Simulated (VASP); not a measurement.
# Ca3AsP (Pm-3m) in VASP: relaxation of cell and atoms with r2SCAN

Aim: the relaxation of cell and atoms of Ca3AsP with r2SCAN.

All numbers are computed with VASP 6.6.1; they aren't measurements. Logs are shortened: lines on timing, memory, paths and dates and some standing lists are left out, and cuts for length are marked.

## (1) The cell of the first run

Symmetry: Pm-3m, No. 221, cubic system. Conventional cell: a = 5.334 Å, b = 5.334 Å, c = 5.334 Å, α = 90.00°, β = 90.00°, γ = 90.00°. Within 5.0 Å of As (site symmetry m-3m) lie 12 Ca at 3.77 Å and 8 P at 4.62 Å. Ca (site symmetry 4/mmm) has 2 P at 2.67 Å within 3.5 Å. Within 3.5 Å of P (site symmetry m-3m) lie 6 Ca at 2.67 Å.

## (2) Relaxation of cell and atoms, r2SCAN

The input, POSCAR:

```
Ca3AsP
1.0
    5.3338990000      0.0000000000      0.0000000000
    0.0000000000      5.3338990000      0.0000000000
    0.0000000000      0.0000000000      5.3338990000
As Ca P
1 3 1
Direct
    0.0000000000      0.0000000000      0.0000000000
    0.5000000000      0.5000000000      0.0000000000
    0.5000000000      0.0000000000      0.5000000000
    0.0000000000      0.5000000000      0.5000000000
    0.5000000000      0.5000000000      0.5000000000
```

The input, INCAR.step1:

```
SYSTEM = Ca3AsP
  ALGO = Normal
  EDIFF = 1E-4
  ENCUT = 600
  GGA = PE
  ISMEAR = -1
  LASPH = .True.
  LCHARG = .False.
  LREAL = .False.
  LWAVE = .True.
  NELM = 80
  PREC = Accurate
  SIGMA = 0.05
```

The input, INCAR.step2:

```
SYSTEM = Ca3AsP
  ALGO = Normal
  EDIFF = 1E-6
  EDIFFG = -0.01
  ENCUT = 600
  IBRION = 2
  ISIF = 3
  ISMEAR = -1
  ISTART = 1
  LASPH = .True.
  LCHARG = .False.
  LMIXTAU = .True.
  LREAL = .False.
  LWAVE = .False.
  METAGGA = R2SCAN
  NELM = 80
  NSW = 60
  PREC = Accurate
  SIGMA = 0.05
```

The input, KPOINTS:

```
k-points
0
Gamma
  5 5 5
  0 0 0
```

Potentials or basis: VASP PAW PBE potentials, release 64 (As, Ca_sv, P).

Launch:

```
> cat potpaw_PBE.64/As/POTCAR potpaw_PBE.64/Ca_sv/POTCAR potpaw_PBE.64/P/POTCAR > POTCAR
> cp INCAR.step1 INCAR
> mpirun -np 1 vasp_std > vasp.out
> cp INCAR.step2 INCAR
> mpirun -np 1 vasp_std > vasp.out
```

OUTCAR:

```text
SYSTEM = Ca3AsP
   EDIFF = 1E-6
   EDIFFG = -0.01
   ENCUT = 600
   IBRION = 2
   ISIF = 3
   ISMEAR = -1
   ISTART = 1
   LASPH = .True.
   LREAL = .False.
   METAGGA = R2SCAN
   NELM = 80
   NSW = 60
   PREC = Accurate

 ion  position               nearest neighbor table
   1  0.000  0.000  0.000-
   2  0.500  0.500  0.000-   5 2.67   5 2.67
   3  0.500  0.000  0.500-   5 2.67   5 2.67
   4  0.000  0.500  0.500-   5 2.67   5 2.67
   5  0.500  0.500  0.500-   2 2.67   3 2.67   4 2.67   2 2.67   3 2.67   4 2.67

  LATTYP: Found a simple cubic cell.
 ALAT       =     5.3338990000

  Lattice vectors:

 A1 = (   5.3338990000,   0.0000000000,   0.0000000000)
 A2 = (   0.0000000000,   5.3338990000,   0.0000000000)
 A3 = (   0.0000000000,   0.0000000000,   5.3338990000)

Analysis of symmetry for initial positions (statically):
=====================================================================
 Subroutine PRICEL returns:
 Original cell was already a primitive cell.

 Routine SETGRP: Setting up the symmetry group for a
 simple cubic supercell.

 Subroutine GETGRP returns: Found 48 space group operations
 (whereof 48 operations were pure point group operations)
 out of a pool of 48 trial point group operations.

The static configuration has the point symmetry O_h .

Analysis of symmetry for dynamics (positions and initial velocities):
=====================================================================
 Subroutine PRICEL returns:
 Original cell was already a primitive cell.

 Routine SETGRP: Setting up the symmetry group for a
 simple cubic supercell.

 Subroutine GETGRP returns: Found 48 space group operations
 (whereof 48 operations were pure point group operations)
 out of a pool of 48 trial point group operations.

The dynamic configuration has the point symmetry O_h .

[... 145 lines left out ...]
  -------------------------------------------------------------------------------------
  Total       -0.2003892     -0.2003892     -0.2003892      0.0000000      0.0000000     -0.0000000
  in kB       -2.1156832     -2.1156832     -2.1156832      0.0000000      0.0000000     -0.0000000
  external PRESSURE =      -2.1156832 kB  Pullay stress =       0.0000000 kB

 VOLUME and BASIS-vectors are now :
 -----------------------------------------------------------------------------
  energy-cutoff  :      600.00
  volume of cell :      151.75
      direct lattice vectors                 reciprocal lattice vectors
     5.333899000  0.000000000  0.000000000     0.187480115  0.000000000  0.000000000
     0.000000000  5.333899000  0.000000000     0.000000000  0.187480115  0.000000000
     0.000000000  0.000000000  5.333899000     0.000000000  0.000000000  0.187480115

 POSITION                                       TOTAL-FORCE (eV/Angst)
 -----------------------------------------------------------------------------------
      0.00000      0.00000      0.00000         0.000000      0.000000      0.000000
      2.66695      2.66695      0.00000         0.000000      0.000000      0.000000
      2.66695      0.00000      2.66695         0.000000      0.000000      0.000000
      0.00000      2.66695      2.66695         0.000000      0.000000      0.000000
      2.66695      2.66695      2.66695         0.000000      0.000000      0.000000
 -----------------------------------------------------------------------------------
    total drift:                                0.000000      0.000000     -0.000000

  FREE ENERGIE OF THE ION-ELECTRON SYSTEM (eV)
  ---------------------------------------------------
  free  energy   TOTEN  =       -49.8434173978 eV

  energy  without entropy=      -49.8433939720  energy(sigma->0) =      -49.84340568

--------------------------------------- Ionic step        2  -------------------------------------------

 number of electron      40.0000003 magnetization

 Free energy of the ion-electron system (eV)
  ---------------------------------------------------
  ext. energy  EPLUGINS =         0.00000000
  ---------------------------------------------------
  free energy    TOTEN  =       -49.84392104 eV

  energy without entropy =      -49.84390044  energy(sigma->0) =      -49.84391074

 E-fermi :   2.9296     XC(G=0):  -8.8521

 val. band max:        2.5530284489   @ k =   0.0000   0.0000   0.0000
 cond. band min:       3.2511161019   @ k =   0.0000   0.0000   0.0000
 fundamental gap:      0.6980876530
 Fermi energy:         2.9296309273

 k-point     1 :       0.0000    0.0000    0.0000
  band No.  band energies     occupation
      1     -40.2644      2.00000
      2     -40.2387      2.00000
      3     -40.2387      2.00000
      4     -20.4916      2.00000
      5     -20.4916      2.00000
      6     -20.4916      2.00000
[... 259 lines left out ...]
     23       5.2560      0.00000
     24       5.3802      0.00000

------------------------ aborting loop because EDIFF is reached ----------------------------------------

  FORCE on cell =-STRESS in cart. coord.  units (eV):
  Direction    XX          YY          ZZ          XY          YZ          ZX
  --------------------------------------------------------------------------------------
  -------------------------------------------------------------------------------------
  Total        0.0307252      0.0307252      0.0307252      0.0000000      0.0000000     -0.0000000
  in kB        0.3262814      0.3262814      0.3262814      0.0000000      0.0000000     -0.0000000
  external PRESSURE =       0.3262814 kB  Pullay stress =       0.0000000 kB

 VOLUME and BASIS-vectors are now :
 -----------------------------------------------------------------------------
  energy-cutoff  :      600.00
  volume of cell :      150.87
      direct lattice vectors                 reciprocal lattice vectors
     5.323586110  0.000000000 -0.000000000     0.187843303 -0.000000000 -0.000000000
     0.000000000  5.323586110  0.000000000    -0.000000000  0.187843303 -0.000000000
     0.000000000  0.000000000  5.323586110     0.000000000 -0.000000000  0.187843303

 POSITION                                       TOTAL-FORCE (eV/Angst)
 -----------------------------------------------------------------------------------
      0.00000      0.00000      0.00000        -0.000000     -0.000000      0.000000
      2.66179      2.66179     -0.00000         0.000000     -0.000000      0.000000
      2.66179      0.00000      2.66179        -0.000000      0.000000      0.000000
      0.00000      2.66179      2.66179        -0.000000      0.000000      0.000000
      2.66179      2.66179      2.66179         0.000000     -0.000000      0.000000
 -----------------------------------------------------------------------------------
    total drift:                                0.000000      0.000000     -0.000000

  FREE ENERGIE OF THE ION-ELECTRON SYSTEM (eV)
  ---------------------------------------------------
  free  energy   TOTEN  =       -49.8439210351 eV

  energy  without entropy=      -49.8439004424  energy(sigma->0) =      -49.84391074

 reached required accuracy - stopping structural energy minimisation
```

It took 5.8 min on 1 thread of Intel Xeon Platinum 8259CL at 2.50GHz (Skylake/Cascade Lake), shared host; peak memory 0.38 GiB.

Results:

```
Free energy                           : -49.8439 eV
Relaxed volume                        : 30.17 Å³/atom
Relaxed cell                          : a = 5.324 Å, b = 5.324 Å, c = 5.324 Å, α = 90.00°, β = 90.00°, γ = 90.00°
Space group after relaxing (to 0.1 Å) : Pm-3m (No. 221)
Energy gained by relaxing             : 0.1 meV/atom
Ionic steps                           : 2
Pressure after relaxing               : 0.0 GPa
Band gap on the k mesh                : 0.70 eV
```

Step by step:
| step | energy change (eV) | largest force (eV/Å) | pressure (GPa) | volume (Å³) |
| --- | --- | --- | --- | --- |
| 1 | 0.0000 | 0.0000 | -0.21 | 151.75 |
| 2 | -0.0005 | 0.0000 | 0.03 | 150.87 |

Final structure:
```yaml
crystal:
  lattice:
    - [5.32359, 0.00000, 0.00000]
    - [0.00000, 5.32359, 0.00000]
    - [0.00000, 0.00000, 5.32359]
  atoms:
    - { symbol: As, position: [0.00000, 0.00000, 0.00000] }
    - { symbol: Ca, position: [0.50000, 0.50000, 0.00000] }
    - { symbol: Ca, position: [0.50000, 0.00000, 0.50000] }
    - { symbol: Ca, position: [0.00000, 0.50000, 0.50000] }
    - { symbol: P, position: [0.50000, 0.50000, 0.50000] }
```

Levels at points of the mesh, in eV from the valence-band top:
```
           k point  band 16  band 17  band 18  band 19  band 20  band 21  band 22  band 23  band 24
(0.00, 0.00, 0.00)    -1.78    -1.78     0.00     0.00     0.00     0.70     1.28     1.28     1.40
```

Caveat: semilocal functionals underestimate gaps, and a narrow one can read as zero; the PAW data sets were made with another functional, which shifts forces and pressure a little.
